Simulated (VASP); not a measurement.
# AlN in VASP: notebook

AlN is run at these levels: PBEsol, r2SCAN, PBE; tasks: single point.

All numbers are computed with VASP 6.6.1; they aren't measurements. Logs are shortened: lines on timing, memory, paths and dates and some standing lists are left out, and cuts for length are marked.

## (1) The cell of the first run

Symmetry: Fm-3m, No. 225, cubic system. Conventional cell: a = 4.190 Å, b = 4.190 Å, c = 4.190 Å, α = 90.00°, β = 90.00°, γ = 90.00°. Al (site symmetry m-3m) has 6 N at 2.09 Å within 2.8 Å. N (site symmetry m-3m) has 6 Al at 2.09 Å within 2.8 Å.

## (2) Single point, PBEsol (functional PBEsol, strained)

Input file INCAR:

```
ALGO = Normal
EDIFF = 1E-6
ENCUT = 600
GGA = PS
GGA_COMPAT = F
ISIF = 2
ISMEAR = 0
LASPH = T
LCHARG = F
LREAL = F
LWAVE = F
NBANDS = 11
NELM = 120
PREC = Accurate
SIGMA = 0.02
```

Input file KPOINTS:

```
k-points
0
Gamma
  10 10 10
```

Input file POSCAR:

```
AlN
1.0
    0.0000000000      2.0949838750      2.0949838750
    2.0949838750      0.0000000000      2.0949838750
    2.0949838750      2.0949838750      0.0000000000
Al N
1 1
Direct
    0.5000000000      0.5000000000      0.5000000000
    0.0000000000      0.0000000000      0.0000000000
```

Potentials or basis: VASP PAW PBE potentials, release 64 (Al, N).

Run with:

```
$ cat potpaw_PBE.64/Al/POTCAR potpaw_PBE.64/N/POTCAR > POTCAR
$ mpirun -np 1 vasp_std > vasp.out
```

OUTCAR:

```text
EDIFF = 1E-6
   ENCUT = 600
   GGA = PS
   ISIF = 2
   ISMEAR = 0
   LASPH = T
   LREAL = F
   NELM = 120
   PREC = Accurate

 ion  position               nearest neighbor table
   1  0.500  0.500  0.500-   2 2.09   2 2.09   2 2.09   2 2.09   2 2.09   2 2.09
   2  0.000  0.000  0.000-   1 2.09   1 2.09   1 2.09   1 2.09   1 2.09   1 2.09

  LATTYP: Found a face centered cubic cell.
 ALAT       =     4.1899677500

  Lattice vectors:

 A1 = (   0.0000000000,   2.0949838750,   2.0949838750)
 A2 = (   2.0949838750,   0.0000000000,   2.0949838750)
 A3 = (   2.0949838750,   2.0949838750,   0.0000000000)

Analysis of symmetry for initial positions (statically):
=====================================================================
 Subroutine PRICEL returns:
 Original cell was already a primitive cell.

 Routine SETGRP: Setting up the symmetry group for a
 face centered cubic supercell.

 Subroutine GETGRP returns: Found 48 space group operations
 (whereof 48 operations were pure point group operations)
 out of a pool of 48 trial point group operations.

The static configuration has the point symmetry O_h .

Analysis of symmetry for dynamics (positions and initial velocities):
=====================================================================
 Subroutine PRICEL returns:
 Original cell was already a primitive cell.

 Routine SETGRP: Setting up the symmetry group for a
 face centered cubic supercell.

 Subroutine GETGRP returns: Found 48 space group operations
 (whereof 48 operations were pure point group operations)
 out of a pool of 48 trial point group operations.

The dynamic configuration has the point symmetry O_h .

 Subroutine INISYM returns: Found 48 space group operations
 (whereof 48 operations are pure point group operations),
 and found     1 'primitive' translations

----------------------------------------------------------------------------------------

                                     Primitive cell

  volume of cell :      18.3896

  direct lattice vectors                    reciprocal lattice vectors
     0.000000000  2.094983875  2.094983875    -0.238665321  0.238665321  0.238665321
     2.094983875  0.000000000  2.094983875     0.238665321 -0.238665321  0.238665321
     2.094983875  2.094983875  0.000000000     0.238665321  0.238665321 -0.238665321

  length of vectors
     2.962754609  2.962754609  2.962754609     0.413380463  0.413380463  0.413380463

  position of ions in fractional coordinates (direct lattice)
     0.500000000  0.500000000  0.500000000
     0.000000000  0.000000000  0.000000000

  ion indices of the primitive-cell ions
   primitive index   ion index
                 1           1
                 2           2

----------------------------------------------------------------------------------------

 KPOINTS: k-points

Automatic generation of k-mesh.
 Grid dimensions read from file:
 generate k-points for:   10   10   10

 Generating k-lattice:

  Cartesian coordinates                     Fractional coordinates (reciprocal lattice)
    -0.023866532  0.023866532  0.023866532     0.100000000  0.000000000  0.000000000
     0.023866532 -0.023866532  0.023866532     0.000000000  0.100000000  0.000000000
     0.023866532  0.023866532 -0.023866532     0.000000000  0.000000000  0.100000000

  Length of vectors
     0.041338046  0.041338046  0.041338046

  Shift w.r.t. Gamma in fractional coordinates (k-lattice)
     0.000000000  0.000000000  0.000000000

 Subroutine IBZKPT returns following result:
 ===========================================

 Found     47 irreducible k-points:

 Following reciprocal coordinates:
            Coordinates               Weight
  0.000000  0.000000  0.000000      1.000000
  0.100000  0.000000  0.000000      8.000000
  0.200000  0.000000  0.000000      8.000000
  0.300000  0.000000  0.000000      8.000000
  0.400000  0.000000  0.000000      8.000000
  0.500000  0.000000  0.000000      4.000000
[... 16 lines left out ...]
  0.300000  0.300000  0.000000      6.000000
  0.400000  0.300000  0.000000     24.000000
 [... further k-points ...]
   k-points           NKPTS =     47   k-points in BZ     NKDIM =     47   number of bands    NBANDS=     11
   number of dos      NEDOS =    301   number of ions     NIONS =      2
   total plane-waves  NPLWV =  13824
   dimension x,y,z NGX =    24 NGY =   24 NGZ =   24
   dimension x,y,z NGXF=    48 NGYF=   48 NGZF=   48
   ions per type =               1   1
   NGX,Y,Z   is equivalent  to a cutoff of  13.47, 13.47, 13.47 a.u.
   NGXF,Y,Z  is equivalent  to a cutoff of  26.93, 26.93, 26.93 a.u.
 SYSTEM =  unknown system
   PREC   = accura    normal or accurate (medium, high low for compatibility)
   ISTART =      0    job   : 0-new  1-cont  2-samecut
   ICHARG =      2    charge: 1-file 2-atom 10-const
   ISPIN  =      1    spin polarized calculation?
   LNONCOLLINEAR =      F non collinear calculations
   LSORBIT =      F    spin-orbit coupling
[... 36 lines left out ...]
  energy-cutoff  :      600.00
  volume of cell :       18.39
 maximum number of plane-waves:       636
   NGX = 11   NGY = 11   NGZ = 11

 number of electron       8.0000001 magnetization

 Free energy of the ion-electron system (eV)
  ---------------------------------------------------
  ext. energy  EPLUGINS =         0.00000000
  ---------------------------------------------------
  free energy    TOTEN  =       -15.31027136 eV

  energy without entropy =      -15.31027136  energy(sigma->0) =      -15.31027136

 E-fermi :   8.7268     XC(G=0): -11.9583

 val. band max:        8.5596757844   @ k =   0.0000   0.0000   0.0000
 cond. band min:      12.1434035802   @ k =   0.5000   0.5000   0.0000
 fundamental gap:      3.5837277958
 Fermi energy:         8.7268367352

 k-point     1 :       0.0000    0.0000    0.0000
  band No.  band energies     occupation
      1      -8.0568      2.00000
      2       8.5597      2.00000
      3       8.5597      2.00000
      4       8.5597      2.00000
      5      12.7752      0.00000
      6      20.2436      0.00000
      7      20.2436      0.00000
      8      20.2436      0.00000
      9      25.0407      0.00000
     10      25.4778      0.00000
     11      25.4778      0.00000

 k-point     2 :       0.1000    0.0000    0.0000
  band No.  band energies     occupation
      1      -7.8708      2.00000
      2       7.5311      2.00000
      3       8.4575      2.00000
      4       8.4575      2.00000
      5      13.4773      0.00000
      6      19.3259      0.00000
      7      20.4849      0.00000
      8      20.4849      0.00000
      9      23.5993      0.00000
     10      23.5993      0.00000
     11      25.2106      0.00000

 k-point     3 :       0.2000    0.0000    0.0000
  band No.  band energies     occupation
      1      -7.3316      2.00000
      2       5.5029      2.00000
      3       8.2088      2.00000
      4       8.2088      2.00000
      5      14.3249      0.00000
      6      18.5988      0.00000
      7      20.4180      0.00000
      8      20.4180      0.00000
      9      23.1931      0.00000
     10      23.1931      0.00000
     11      24.5175      0.00000

 k-point     4 :       0.3000    0.0000    0.0000
  band No.  band energies     occupation
      1      -6.5125      2.00000
      2       3.3642      2.00000
      3       7.9322      2.00000
      4       7.9322      2.00000
      5      14.3447      0.00000
      6      19.1204      0.00000
      7      19.5537      0.00000
      8      19.5537      0.00000
      9      23.8232      0.00000
     10      24.6779      0.00000
     11      24.6779      0.00000
[... 239 lines left out ...]
 k-point    22 :      -0.2000    0.2000    0.0000
  band No.  band energies     occupation
      1      -6.2478      2.00000
      2       3.8251      2.00000
      3       5.9110      2.00000
      4       8.0038      2.00000
      5      16.0900      0.00000
      6      17.9847      0.00000
      7      18.1889      0.00000
      8      19.9713      0.00000
      9      22.9098      0.00000
     10      26.4653      0.00000
     11      27.2951      0.00000

 k-point    23 :       0.3000    0.3000    0.0000
  band No.  band energies     occupation
      1      -6.0297      2.00000
      2       4.0040      2.00000
      3       6.7232      2.00000
      4       6.7232      2.00000
      5      14.3096      0.00000
      6      15.1639      0.00000
      7      19.0674      0.00000
      8      22.8578      0.00000
      9      22.8578      0.00000
     10      28.0305      0.00000
     11      30.9687      0.00000

 k-point    24 :       0.4000    0.3000    0.0000
  band No.  band energies     occupation
      1      -5.3645      2.00000
      2       3.0909      2.00000
      3       6.0146      2.00000
      4       6.4896      2.00000
      5      13.7812      0.00000
      6      15.1928      0.00000
      7      19.5281      0.00000
      8      22.7820      0.00000
      9      23.4210      0.00000
     10      29.1389      0.00000
     11      31.6539      0.00000

 [... further k-points ...]

------------------------ aborting loop because EDIFF is reached ----------------------------------------

  FORCE on cell =-STRESS in cart. coord.  units (eV):
  Direction    XX          YY          ZZ          XY          YZ          ZX
  --------------------------------------------------------------------------------------
  -------------------------------------------------------------------------------------
  Total       -2.6049354     -2.6049354     -2.6049354     -0.0000000      0.0000000      0.0000000
  in kB     -226.9527672   -226.9527672   -226.9527672     -0.0000000      0.0000000      0.0000000
  external PRESSURE =    -226.9527672 kB  Pullay stress =       0.0000000 kB

 VOLUME and BASIS-vectors are now :
 -----------------------------------------------------------------------------
  energy-cutoff  :      600.00
  volume of cell :       18.39
      direct lattice vectors                 reciprocal lattice vectors
     0.000000000  2.094983875  2.094983875    -0.238665321  0.238665321  0.238665321
     2.094983875  0.000000000  2.094983875     0.238665321 -0.238665321  0.238665321
     2.094983875  2.094983875  0.000000000     0.238665321  0.238665321 -0.238665321

 POSITION                                       TOTAL-FORCE (eV/Angst)
 -----------------------------------------------------------------------------------
      2.09498      2.09498      2.09498         0.000000      0.000000     -0.000000
      0.00000      0.00000      0.00000         0.000000      0.000000      0.000000
 -----------------------------------------------------------------------------------
    total drift:                                0.000000     -0.000000     -0.000000

  FREE ENERGIE OF THE ION-ELECTRON SYSTEM (eV)
  ---------------------------------------------------
  free  energy   TOTEN  =       -15.3102713629 eV

  energy  without entropy=      -15.3102713629  energy(sigma->0) =      -15.31027136
```

Wall time 6.6 s (1 thread of AMD EPYC 9R45 (Zen 5), shared host); peak memory 0.1 GiB.

Results:

| Property | Result |
| --- | --- |
| Free energy | -15.3103 eV |
| Pressure | -22.7 GPa |
| Band gap on the k mesh | 3.58 eV, indirect (least direct gap 4.22 eV) |

Caveat: the cell differs from its parent crystal (functional PBEsol, strained); the PAW data sets were made with another functional, which shifts forces and pressure a little. A k mesh can miss the band edges.

## (3) Single point, r2SCAN

This run uses another cell than the first one, of 9.04 Å³/atom, 0.984 times its volume.

Input file POSCAR:

```
AlN
1.0
    0.0000000000      2.0834685031      2.0834685031
    2.0834685031      0.0000000000      2.0834685031
    2.0834685031      2.0834685031      0.0000000000
Al N
1 1
Direct
    0.5000000000      0.5000000000      0.5000000000
    0.0000000000      0.0000000000      0.0000000000
```

Input file INCAR.step1:

```
PREC = Accurate
ENCUT = 660
ISMEAR = 0
SIGMA = 0.02
LREAL = False
LASPH = True
NELM = 120
NBANDS = 11
GGA = PE
ALGO = Normal
EDIFF = 1E-5
LWAVE = True
LCHARG = False
GGA_COMPAT = False
```

Input file INCAR.step2:

```
PREC = Accurate
ENCUT = 660
EDIFF = 1E-6
ISMEAR = 0
SIGMA = 0.02
LREAL = False
LASPH = True
NELM = 120
ALGO = Normal
ISIF = 2
LWAVE = False
LCHARG = False
METAGGA = R2SCAN
LMIXTAU = True
NBANDS = 11
ISTART = 1
GGA_COMPAT = False
```

Input file KPOINTS:

```
regular mesh
0
Gamma
  10 10 10
```

Potentials or basis: VASP PAW PBE potentials, release 64 (Al, N).

Run with:

```
$ cat potpaw_PBE.64/Al/POTCAR potpaw_PBE.64/N/POTCAR > POTCAR
$ cp INCAR.step1 INCAR
$ mpirun -np 1 vasp_std > vasp.out
$ cp INCAR.step2 INCAR
$ mpirun -np 1 vasp_std > vasp.out
```

Wall time 46 s (1 thread of AMD EPYC 9R45 (Zen 5), shared host); peak memory 0.13 GiB.

Results (log left out):

| Property | Result |
| --- | --- |
| Free energy | -18.7707 eV |
| Pressure | -22.3 GPa |
| Band gap on the k mesh | 4.60 eV, indirect (least direct gap 5.22 eV) |

Levels at points of the mesh, in eV from the valence-band top:
```tsv
k point	band 1	band 2	band 3	band 4	band 5	band 6	band 7	band 8	band 9
(0.00, 0.00, 0.00)	-17.60	0.00	0.00	0.00	5.22	12.60	12.60	12.60	17.88
(0.50, 0.00, 0.00)	-14.71	-7.87	-0.99	-0.99	6.33	11.15	11.15	13.22	16.49
(0.50, 0.50, 0.00)	-13.86	-6.95	-2.66	-2.66	4.60	6.11	14.24	17.24	17.24
```

Caveat: the PAW data sets were made with another functional, which shifts forces and pressure a little.

## (4) Single point, PBE (strained)

Input file INCAR:

```
SYSTEM = AlN
PREC     = Accurate       ! precision mode
ENCUT    = 600            ! plane-wave cutoff, eV
EDIFF    = 1E-6           ! SCF threshold, eV
ISMEAR   = 0              ! smearing method
SIGMA    = 0.02           ! smearing width, eV
LREAL    = .FALSE.        ! projectors in reciprocal space
LASPH    = .TRUE.         ! aspherical terms in the spheres
NELM     = 120            ! most SCF steps
ALGO     = Normal         ! electronic algorithm
ISIF     = 2              ! what is computed and relaxed
LWAVE    = .FALSE.        ! write WAVECAR
LCHARG   = .TRUE.         ! write CHGCAR
GGA      = PE             ! functional
LELF     = .TRUE.         ! ELF
LVHAR    = .TRUE.       
NBANDS   = 11             ! bands
GGA_COMPAT= .FALSE.
```

Input file KPOINTS:

```
regular mesh
0
G
  10 10 10
  0 0 0
```

Input file POSCAR:

```
AlN
1.0
    0.0813807200      2.0450974936      2.0450974936
    2.1264782136      0.0000000000      2.1264782136
    2.1264782136      2.1264782136      0.0000000000
Al N
1 1
Direct
    0.5000000000      0.5000000000      0.5000000000
    0.0000000000      0.0000000000      0.0000000000
```

Run with:

```
$ cat potpaw_PBE.64/Al/POTCAR potpaw_PBE.64/N/POTCAR > POTCAR
$ mpirun -np 1 vasp_std > vasp.out
```

Wall time 14 s (1 thread of AMD EPYC 9R45 (Zen 5), shared host); peak memory 0.12 GiB.

The run converged. Its results:

| Quantity | Value |
| --- | --- |
| Free energy | -14.4110 eV |
| Pressure | -15.9 GPa |
| Band gap on the k mesh | 3.07 eV, indirect (least direct gap 3.81 eV) |

Stress tensor (GPa, compression positive):
```
-15.85 -10.14 -10.14
-10.14 -15.85  10.14
-10.14  10.14 -15.85
```

Levels at points of the mesh, in eV from the valence-band top:
```
           k point  band 1  band 2  band 3  band 4  band 5  band 6  band 7  band 8  band 9
(0.00, 0.00, 0.00)  -17.22   -0.71   -0.71    0.00    3.81   10.82   10.82   12.71   15.83
(0.50, 0.00, 0.00)  -14.03   -7.79   -1.75   -1.75    4.37    8.95    8.95   11.79   14.19
(0.00, 0.50, 0.00)  -14.40   -8.35   -1.48   -1.02    5.23    9.79   10.53   11.21   14.85
(0.50, 0.50, 0.00)  -13.45   -7.25   -3.41   -2.64    3.07    5.18   12.28   15.13   15.70
```

Caveat: the cell differs from its parent crystal (strained). A k mesh can miss the band edges.

## (5) Single point, PBE (strained)

Input file INCAR:

```
SYSTEM = AlN
ALGO     = Normal         ! electronic algorithm
EDIFF    = 1E-6           ! SCF threshold, eV
ENCUT    = 600            ! plane-wave cutoff, eV
GGA      = PE             ! functional
GGA_COMPAT= .False.      
ISIF     = 2              ! what is computed and relaxed
ISMEAR   = 0              ! smearing method
LASPH    = .True.         ! aspherical terms in the spheres
LCHARG   = .False.        ! write CHGCAR
LREAL    = .False.        ! projectors in reciprocal space
LWAVE    = .False.        ! write WAVECAR
NBANDS   = 11             ! bands
NELM     = 120            ! most SCF steps
PREC     = Accurate       ! precision mode
SIGMA    = 0.02           ! smearing width, eV
```

Input file KPOINTS:

```
k-points
0
Gamma
  10 10 10
  0 0 0
```

Input file POSCAR:

```
AlN
1.0
    0.0000000000      1.9824546844      1.9824546844
    1.9824546844      0.0000000000      1.9824546844
    1.9824546844      1.9824546844      0.0000000000
Al N
1 1
Direct
    0.5000000000      0.5000000000      0.5000000000
    0.0000000000      0.0000000000      0.0000000000
```

Run with:

```
$ cat potpaw_PBE.64/Al/POTCAR potpaw_PBE.64/N/POTCAR > POTCAR
$ mpirun -np 1 vasp_std > vasp.out
```

It took 17 s on 1 thread of AMD EPYC 7R13, shared host; peak memory 0.11 GiB.

The run converged. Its results:

```yaml
Free_energy: -14.4620 eV
Pressure: 22.8 GPa
Band_gap_on_the_k_mesh: 5.19 eV, indirect (least direct gap 6.55 eV)
```

Levels at points of the mesh, in eV from the valence-band top:
| k point | band 1 | band 2 | band 3 | band 4 | band 5 | band 6 | band 7 | band 8 | band 9 |
| --- | --- | --- | --- | --- | --- | --- | --- | --- | --- |
| (0.00, 0.00, 0.00) | -18.10 | 0.00 | 0.00 | 0.00 | 6.55 | 12.36 | 12.36 | 12.36 | 17.66 |
| (0.50, 0.00, 0.00) | -14.60 | -8.69 | -1.19 | -1.19 | 6.51 | 11.48 | 11.48 | 14.19 | 16.77 |
| (0.50, 0.50, 0.00) | -13.53 | -7.78 | -2.95 | -2.95 | 5.19 | 5.20 | 14.78 | 18.20 | 18.20 |

Caveat: the cell differs from its parent crystal (strained). A k mesh can miss the band edges.

## (6) Single point, PBE (strained)

Input file INCAR:

```
PREC = Accurate ; ENCUT = 600
EDIFF = 1E-6 ; ISMEAR = 0
SIGMA = 0.02 ; LREAL = False
LASPH = True ; NELM = 120
ALGO = Normal ; ISIF = 2
LWAVE = False ; LCHARG = True
GGA = PE ; LELF = True
LVHAR = True ; NBANDS = 11
GGA_COMPAT = False
```

Input file KPOINTS:

```
Automatic mesh
0
Gamma
  10 10 10
```

Input file POSCAR:

```
AlN
1.0
    0.0000000000      2.0206629324      2.0206629324
    2.0206629324      0.0000000000      2.0206629324
    2.0206629324      2.0206629324      0.0000000000
Al N
1 1
Direct
    0.5000000000      0.5000000000      0.5000000000
    0.0000000000      0.0000000000      0.0000000000
```

Potentials or basis: VASP PAW PBE potentials, release 64 (Al, N).

Run with:

```
$ cat potpaw_PBE.64/Al/POTCAR potpaw_PBE.64/N/POTCAR > POTCAR
$ mpirun -np 1 vasp_std > vasp.out
```

Run time: 18 s. Hardware: 1 thread of AMD EPYC 7R13, shared host; peak memory 0.11 GiB.

Results (log left out):

```
Free energy            : -14.5417 eV
Pressure               : 5.2 GPa
Band gap on the k mesh : 4.62 eV, indirect (least direct gap 5.70 eV)
```

Levels at points of the mesh, in eV from the valence-band top:
```tsv
k point	band 1	band 2	band 3	band 4	band 5	band 6	band 7	band 8
(0.00, 0.00, 0.00)	-17.57	0.00	0.00	0.00	5.70	12.17	12.17	12.17
(0.50, 0.00, 0.00)	-14.30	-8.31	-1.08	-1.08	6.14	11.01	11.01	13.32
(0.50, 0.50, 0.00)	-13.32	-7.39	-2.80	-2.80	4.62	5.30	14.07	17.27
```

Caveat: the cell differs from its parent crystal (strained).

## (7) The runs side by side

```tsv
level	cell	cutoff (eV)	gap on the mesh (eV)	pressure (GPa)
PBEsol	a = 2.963 Å, angles 60.0°, 2 atoms	600	3.58	-22.7
r2SCAN	a = 2.946 Å, angles 60.0°, 2 atoms	660	4.60	-22.3
PBE	a = 2.893, b = 3.007, c = 3.007 Å, angles 60.0, 58.7, 58.7°, 2 atoms	600	3.07	-15.9
PBE	a = 2.804 Å, angles 60.0°, 2 atoms	600	5.19	22.8
PBE	a = 2.858 Å, angles 60.0°, 2 atoms	600	4.62	5.2
```

Alike in all rows: task single point; potentials or basis VASP PAW PBE potentials, release 64 (Al, N); no spin polarisation; k mesh 10 × 10 × 10; smearing gaussian 0.02 eV.

Caveats: the PAW data sets were made with another functional, which shifts forces and pressure a little (some runs).

Absolute energies hang on the potentials; compare differences alone.
